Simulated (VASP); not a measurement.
# Al3GaN4 (P1) in VASP: single point with PBEsol

Aim: the single point of Al3GaN4 with PBEsol.

Everything below comes from runs of VASP 6.6.1. Logs are shortened: lines on timing, memory, paths and dates and some standing lists are left out, and cuts for length are marked.

**1. The cell of the first run**

The typed cell holds 8 atoms: a = 4.407 Å, b = 4.407 Å, c = 4.407 Å, α = 90.00°, β = 90.00°, γ = 90.00°.

**2. Single point, PBEsol (atoms moved at random)**

Input file INCAR:

```
PREC = Accurate
ENCUT = 520
EDIFF = 1E-7
ISMEAR = 0
SIGMA = 0.05
LREAL = F
LASPH = T
NELM = 60
ALGO = Normal
ISIF = 2
LWAVE = F
LCHARG = T
GGA = PS
LELF = T
LVHAR = T
NBANDS = 31
```

Input file KPOINTS:

```
regular mesh
0
Gamma
  6 6 6
```

Input file POSCAR:

```
Al3GaN4
1.0
    4.4069948390      0.0000000000      0.0000000000
    0.0000000000      4.4069948390      0.0000000000
    0.0000000000      0.0000000000      4.4069948390
Al Ga N
3 1 4
Direct
    0.5059825745      0.4674287299     -0.0129418871
    0.4186668305      0.0731921171      0.4994142802
   -0.0259136045      0.5168229027      0.5168843418
   -0.0753358551      0.1008929676      0.0673878175
    0.7690308356      0.6563260329      0.1799535807
    0.8018467173      0.2493309211      0.6050833027
    0.2464214013      0.5906527267      0.8153446572
    0.3593011003      0.3453536020      0.3288739071
```

Potentials or basis: VASP PAW PBE potentials, release 64 (Al, Ga_d, N).

The run is started by

```sh
> cat potpaw_PBE.64/Al/POTCAR potpaw_PBE.64/Ga_d/POTCAR potpaw_PBE.64/N/POTCAR > POTCAR
> mpirun -np 1 vasp_std > vasp.out
```

OUTCAR:

```text
PREC = Accurate
   ENCUT = 520
   EDIFF = 1E-7
   ISMEAR = 0
   LREAL = F
   LASPH = T
   NELM = 60
   ISIF = 2
   GGA = PS

 ion  position               nearest neighbor table
   1  0.506  0.467  0.987-   7 1.48   5 1.66   8 1.73   6 2.34   4 2.48   2 2.79   2 2.87   3 2.93
                             4 3.05   3 3.12   3 3.14   3 3.32
   2  0.419  0.073  0.499-   8 1.44   6 1.92   3 2.77   1 2.79   1 2.87   4 2.89   4 2.93   3 3.13
                             3 3.14
   3  0.974  0.517  0.517-   6 1.45   7 1.81   5 1.84   8 2.03   4 2.71   2 2.77   1 2.93   4 3.05
                             1 3.12   2 3.13   1 3.14   2 3.14   1 3.32
   4  0.925  0.101  0.067-   5 2.13   6 2.21   1 2.48   3 2.71   2 2.89   2 2.93   3 3.05   1 3.05

   5  0.769  0.656  0.180-   1 1.66   3 1.84   4 2.13
   6  0.802  0.249  0.605-   3 1.45   2 1.92   4 2.21   1 2.34
   7  0.246  0.591  0.815-   1 1.48   3 1.81
   8  0.359  0.345  0.329-   2 1.44   1 1.73   3 2.03

  LATTYP: Found a simple cubic cell.
 ALAT       =     4.4069948390

  Lattice vectors:

 A1 = (   4.4069948390,   0.0000000000,   0.0000000000)
 A2 = (   0.0000000000,   4.4069948390,   0.0000000000)
 A3 = (   0.0000000000,   0.0000000000,   4.4069948390)

Analysis of symmetry for initial positions (statically):
=====================================================================
 Subroutine PRICEL returns:
 Original cell was already a primitive cell.

 Routine SETGRP: Setting up the symmetry group for a
 simple cubic supercell.

 Subroutine GETGRP returns: Found  1 space group operations
 (whereof  1 operations were pure point group operations)
 out of a pool of 48 trial point group operations.

The static configuration has the point symmetry C_1 .

Analysis of symmetry for dynamics (positions and initial velocities):
=====================================================================
 Subroutine PRICEL returns:
 Original cell was already a primitive cell.

 Routine SETGRP: Setting up the symmetry group for a
 simple cubic supercell.

 Subroutine GETGRP returns: Found  1 space group operations
 (whereof  1 operations were pure point group operations)
 out of a pool of 48 trial point group operations.

The dynamic configuration has the point symmetry C_1 .

 Subroutine INISYM returns: Found  1 space group operations
 (whereof  1 operations are pure point group operations),
 and found     1 'primitive' translations

----------------------------------------------------------------------------------------

                                     Primitive cell

  volume of cell :      85.5909

  direct lattice vectors                    reciprocal lattice vectors
     4.406994839  0.000000000  0.000000000     0.226911997  0.000000000  0.000000000
     0.000000000  4.406994839  0.000000000     0.000000000  0.226911997  0.000000000
     0.000000000  0.000000000  4.406994839     0.000000000  0.000000000  0.226911997

  length of vectors
     4.406994839  4.406994839  4.406994839     0.226911997  0.226911997  0.226911997

  position of ions in fractional coordinates (direct lattice)
     0.505982575  0.467428730  0.987058113
     0.418666831  0.073192117  0.499414280
     0.974086396  0.516822903  0.516884342
     0.924664145  0.100892968  0.067387817
     0.769030836  0.656326033  0.179953581
     0.801846717  0.249330921  0.605083303
     0.246421401  0.590652727  0.815344657
     0.359301100  0.345353602  0.328873907

  ion indices of the primitive-cell ions
   primitive index   ion index
                 1           1
                 2           2
                 3           3
                 4           4
                 5           5
                 6           6
                 7           7
                 8           8

----------------------------------------------------------------------------------------

 KPOINTS: regular mesh

Automatic generation of k-mesh.
 Grid dimensions read from file:
 generate k-points for:    6    6    6

 Generating k-lattice:

  Cartesian coordinates                     Fractional coordinates (reciprocal lattice)
     0.037818666  0.000000000  0.000000000     0.166666667  0.000000000  0.000000000
     0.000000000  0.037818666  0.000000000     0.000000000  0.166666667  0.000000000
     0.000000000  0.000000000  0.037818666     0.000000000  0.000000000  0.166666667

  Length of vectors
     0.037818666  0.037818666  0.037818666

  Shift w.r.t. Gamma in fractional coordinates (k-lattice)
     0.000000000  0.000000000  0.000000000

 Subroutine IBZKPT returns following result:
 ===========================================

 Found    112 irreducible k-points:

 Following reciprocal coordinates:
            Coordinates               Weight
  0.000000  0.000000  0.000000      1.000000
  0.166667  0.000000  0.000000      2.000000
  0.000000  0.166667  0.000000      2.000000
  0.000000  0.000000  0.166667      2.000000
  0.333333  0.000000  0.000000      2.000000
  0.000000  0.333333  0.000000      2.000000
[... 16 lines left out ...]
  0.000000 -0.333333  0.166667      2.000000
 -0.166667  0.000000  0.333333      2.000000
 [... further k-points ...]
   k-points           NKPTS =    112   k-points in BZ     NKDIM =    112   number of bands    NBANDS=     31
   number of dos      NEDOS =    301   number of ions     NIONS =      8
   total plane-waves  NPLWV =  46656
   dimension x,y,z NGX =    36 NGY =   36 NGZ =   36
   dimension x,y,z NGXF=    72 NGYF=   72 NGZF=   72
   ions per type =               3   1   4
   NGX,Y,Z   is equivalent  to a cutoff of  13.58, 13.58, 13.58 a.u.
   NGXF,Y,Z  is equivalent  to a cutoff of  27.16, 27.16, 27.16 a.u.
 SYSTEM =  unknown system
   PREC   = accura    normal or accurate (medium, high low for compatibility)
   ISTART =      0    job   : 0-new  1-cont  2-samecut
   ICHARG =      2    charge: 1-file 2-atom 10-const
   ISPIN  =      1    spin polarized calculation?
   LNONCOLLINEAR =      F non collinear calculations
   LSORBIT =      F    spin-orbit coupling
   LASPH  =      T    aspherical Exc in radial PAW
   ENCUT  =  520.0 eV  38.22 Ry    6.18 a.u.   8.19  8.19  8.19*2*pi/ulx,y,z
   NELM   =     60;   NELMIN=  2; NELMDL= -5     # of ELM steps
   EDIFF  = 0.1E-06   stopping-criterion for ELM
   LREAL  =      F    real-space projection
   EDIFFG = 0.1E-05   stopping-criterion for IOM
   NSW    =      0    number of steps for IOM
   IBRION =     -1    ionic relax: 0-MD 1-quasi-New 2-CG
   NFREE  =      0    steps in history (QN), initial steepest desc. (CG)
   ISIF   =      2    stress and relaxation
   ISYM   =      2    0-nonsym 1-usesym 2-fastsym
   POTIM  = 0.5000    time-step for ionic-motion
   TEBEG  =    0.0;   TEEND  =   0.0 temperature during run
   PSTRESS=    0.0 pullay stress
   NELECT =      42.0000    total number of electrons
   NUPDOWN=      -1.0000    fix difference up-down
   EMIN   =  10.00;   EMAX   =-10.00  energy-range for DOS
   EFERMI =   0.00;   METHOD = LEGACY
   ISMEAR =     0;   SIGMA  =   0.05  broadening in eV -4-tet -1-fermi 0-gaus
   EFERMI_NEDOS =   21; number of points for ismear=-14 and -15
   IALGO  =     38    algorithm
   IMIX   =      4    mixing-type and parameters
     AMIX     =   0.40;   BMIX     =  1.00
     AMIX_MAG =   1.60;   BMIX_MAG =  1.00
  volume/ion in A,a.u.               =      10.70        72.20
  Fermi-wavevector in a.u.,A,eV,Ry     =   1.291265  2.440137 22.685883  1.667365
  Thomas-Fermi vector in A             =   2.423046
   LORBIT       =      0    0 simple, 1 ext, 2 COOP (PROOUT), +10 PAW based schemes
   GGA     = PS    functional components
   LHFCALC =     F    Hartree Fock is set to
   AEXX    =    0.0000 exact exchange contribution
   IVDW    =     0    specifies the selected vdW correction
   LEPSILON=     F    determine dielectric tensor
   LRPA    =     F    only Hartree local field effects (RPA)
 non-spin polarized calculation
 Gauss-broadening in eV      SIGMA  =   0.05
  energy-cutoff  :      520.00
  volume of cell :       85.59
 maximum number of plane-waves:      2325
 NGX is ok and might be reduce to    36
   NGX = 17   NGY = 17   NGZ = 17

 number of electron      42.0000003 magnetization

 Free energy of the ion-electron system (eV)
  ---------------------------------------------------
  ext. energy  EPLUGINS =         0.00000000
  ---------------------------------------------------
  free energy    TOTEN  =       -41.75849015 eV

  energy without entropy =      -41.75713142  energy(sigma->0) =      -41.75781078

 E-fermi :   6.9674     XC(G=0): -11.3080

 val. band max:        6.9642950623   @ k =   0.5000   0.5000   0.1667
 cond. band min:       6.9793651531   @ k =   0.5000   0.5000   0.0000
 fundamental gap:      0.0150700908
 Fermi energy:         6.9673797400

 k-point     1 :       0.0000    0.0000    0.0000
  band No.  band energies     occupation
      1     -10.1747      2.00000
      2      -8.3791      2.00000
      3      -8.2882      2.00000
      4      -8.1907      2.00000
      5      -8.1700      2.00000
      6      -8.0941      2.00000
[... 23 lines left out ...]
     30      15.4479      0.00000
     31      16.4310      0.00000

 k-point     2 :       0.1667    0.0000    0.0000
  band No.  band energies     occupation
      1     -10.0396      2.00000
      2      -8.3822      2.00000
      3      -8.3064      2.00000
      4      -8.1936      2.00000
      5      -8.1631      2.00000
      6      -8.0932      2.00000
[... 23 lines left out ...]
     30      15.6273      0.00000
     31      16.2339      0.00000

 k-point     3 :       0.0000    0.1667    0.0000
  band No.  band energies     occupation
      1     -10.1053      2.00000
      2      -8.3712      2.00000
      3      -8.2765      2.00000
      4      -8.1906      2.00000
      5      -8.1692      2.00000
      6      -8.0974      2.00000
[... 703 lines left out ...]
     30      15.0278      0.00000
     31      16.2214      0.00000

 k-point    24 :      -0.1667    0.0000    0.3333
  band No.  band energies     occupation
      1      -9.6396      2.00000
      2      -8.4146      2.00000
      3      -8.2815      2.00000
      4      -8.1966      2.00000
      5      -8.1483      2.00000
      6      -8.0928      2.00000
[... 23 lines left out ...]
     30      15.3533      0.00000
     31      16.2949      0.00000

 [... further k-points ...]

------------------------ aborting loop because EDIFF is reached ----------------------------------------

  FORCE on cell =-STRESS in cart. coord.  units (eV):
  Direction    XX          YY          ZZ          XY          YZ          ZX
  --------------------------------------------------------------------------------------
  -------------------------------------------------------------------------------------
  Total       32.7784682     35.8444465     24.1784831      2.2945780    -20.1062754     11.7424360
  in kB      613.5805883    670.9726766    452.5973512     42.9522372   -376.3696402    219.8068172
  external PRESSURE =     579.0502054 kB  Pullay stress =       0.0000000 kB

 VOLUME and BASIS-vectors are now :
 -----------------------------------------------------------------------------
  energy-cutoff  :      520.00
  volume of cell :       85.59
      direct lattice vectors                 reciprocal lattice vectors
     4.406994839  0.000000000  0.000000000     0.226911997  0.000000000  0.000000000
     0.000000000  4.406994839  0.000000000     0.000000000  0.226911997  0.000000000
     0.000000000  0.000000000  4.406994839     0.000000000  0.000000000  0.226911997

 POSITION                                       TOTAL-FORCE (eV/Angst)
 -----------------------------------------------------------------------------------
      2.22986      2.05996      4.34996         7.936530     -3.938881      3.625320
      1.84506      0.32256      2.20092         4.838375    -16.313620     10.214621
      4.29279      2.27764      2.27791         9.906718     13.576258     -4.823036
      4.07499      0.44463      0.29698         1.359352     -2.108144     -0.693165
      3.38911      2.89243      0.79305         3.920579      5.510293      2.382395
      3.53373      1.09880      2.66660        -9.798796    -16.347040      8.063776
      1.08598      2.60300      3.59322       -10.516856      8.504581     -9.165901
      1.58344      1.52197      1.44935        -7.645903     11.116554     -9.604011
 -----------------------------------------------------------------------------------
    total drift:                                0.000070      0.000220     -0.000363

  FREE ENERGIE OF THE ION-ELECTRON SYSTEM (eV)
  ---------------------------------------------------
  free  energy   TOTEN  =       -41.7584901470 eV

  energy  without entropy=      -41.7571314221  energy(sigma->0) =      -41.75781078
```

Wall time 7.9 min (1 thread of Intel Xeon 8259CL, shared host); peak memory 0.39 GiB.

Results:

```
Free energy            : -41.7585 eV
Pressure               : 57.9 GPa
Largest force          : 20.695 eV/Å
Band gap on the k mesh : zero (bands 21 and 22 overlap by 0.31 eV)
```

Forces in eV/Å, atoms in the order of the input:
```
Al    7.937  -3.939   3.625
Al    4.838 -16.314  10.215
Al    9.907  13.576  -4.823
Ga    1.359  -2.108  -0.693
N     3.921   5.510   2.382
N    -9.799 -16.347   8.064
N   -10.517   8.505  -9.166
N    -7.646  11.117  -9.604
```

Stress tensor (GPa, compression positive):
```
 61.36   4.30  21.98
  4.30  67.10 -37.64
 21.98 -37.64  45.26
```

Levels at points of the mesh, in eV from the Fermi level:
| k point | band 17 | band 18 | band 19 | band 20 | band 21 | band 22 | band 23 | band 24 | band 25 | band 26 |
| --- | --- | --- | --- | --- | --- | --- | --- | --- | --- | --- |
| (0.00, 0.00, 0.00) | -2.80 | -2.25 | -2.10 | -1.40 | -0.68 | 0.05 | 1.11 | 2.74 | 3.20 | 3.62 |
| (0.50, 0.00, 0.00) | -3.16 | -2.57 | -1.84 | -1.04 | -0.49 | -0.23 | 1.49 | 2.99 | 3.45 | 4.75 |
| (0.00, 0.50, 0.00) | -3.35 | -2.46 | -2.13 | -1.05 | -0.28 | 1.34 | 2.53 | 2.81 | 4.40 | 4.56 |
| (0.00, 0.00, 0.50) | -3.53 | -2.24 | -1.65 | -0.95 | -0.77 | 1.55 | 1.58 | 2.73 | 3.73 | 5.07 |
| (0.50, 0.50, 0.00) | -2.74 | -2.13 | -1.99 | -0.99 | 0.01 | 1.39 | 2.40 | 3.43 | 4.08 | 5.15 |
| (0.00, 0.50, 0.50) | -2.62 | -2.42 | -1.79 | -1.00 | -0.21 | 2.14 | 2.37 | 3.79 | 4.17 | 5.03 |
| (0.50, 0.00, 0.50) | -2.92 | -2.61 | -1.89 | -1.36 | -0.33 | 0.63 | 1.57 | 2.15 | 4.10 | 5.78 |
| (0.50, 0.50, 0.50) | -2.25 | -1.89 | -1.40 | -0.80 | -0.19 | 1.08 | 2.31 | 2.70 | 4.27 | 5.61 |

Caveat: the cell differs from its parent crystal (atoms moved at random); the cell stands under pressure; semilocal functionals underestimate gaps, so a narrow gap can read as zero; the PAW data sets were made with another functional, which shifts forces and pressure a little.
